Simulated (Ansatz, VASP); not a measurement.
One calculation of Mg, two programs

File INCAR:

```
  ALGO = Normal
  EDIFF = 1E-6
  ENCUT = 600
  GGA = PE
  GGA_COMPAT = False
  ISIF = 2
  ISMEAR = -1
  LASPH = True
  LCHARG = False
  LREAL = False
  LWAVE = False
  NBANDS = 7
  NELM = 120
  PREC = Accurate
  SIGMA = 0.05
```

KPOINTS

```
k-points
0
Gamma
  10 10 10
```

The input POSCAR:

```
Mg
1.0
    0.0112212800      2.2442560000      2.2442560000
    2.2442560000      0.0112212800      2.2442560000
    2.2554772800      2.2554772800      0.0000000000
Mg
1
Direct
    0.0000000000      0.0000000000      0.0000000000
```

Contents of input.yaml:

```yaml
crystal:
  lattice:
    - [0.01122128, 2.244256, 2.244256]
    - [2.244256, 0.01122128, 2.244256]
    - [2.25547728, 2.25547728, 0.0]
  atoms:
    - { symbol: Mg, position: [0.0, 0.0, 0.0] }
kpoints:
  mp_grid: { grid: [10, 10, 10] }
scf:
  occupations: { method: fermi_dirac, width: 0.05 }
hamiltonian:
  xc: pbe
  pseudopotentials: { kind: all_electron, lapw: { basis_error: 0.001 } }
output:
  forces: true
  stress: true
  eigenvalues: true
```

Change from the starting cell: strain = 0.01.

Alike in both runs: task single point; functional PBE; k mesh 10 × 10 × 10; occupations fermi-dirac, width 0.05 eV; no spin polarisation.

```csv
,VASP,Ansatz
version,VASP 6.6.1,Ansatz 0.2.0
potentials or method,"VASP PAW PBE potentials, release 64 (Mg), cutoff 600 eV","all-electron LAPW, scalar-relativistic"
```

VASP gave:

| Property | Result |
| --- | --- |
| gap on the k mesh at the Fermi level (eV) | none |
| pressure (GPa) | 0.7 |
| traceless stress, the component that is largest in VASP (GPa) | -0.20 |

Q: What did Ansatz give for the same quantities?

A: gap on the k mesh at the Fermi level (eV): none; pressure (GPa): 0.8; traceless stress, the component that is largest in VASP (GPa): -0.20.

A gap of «none» marks a metal or a gap that the smearing closes. Ansatz ran all-electron here, and VASP with PAW potentials.
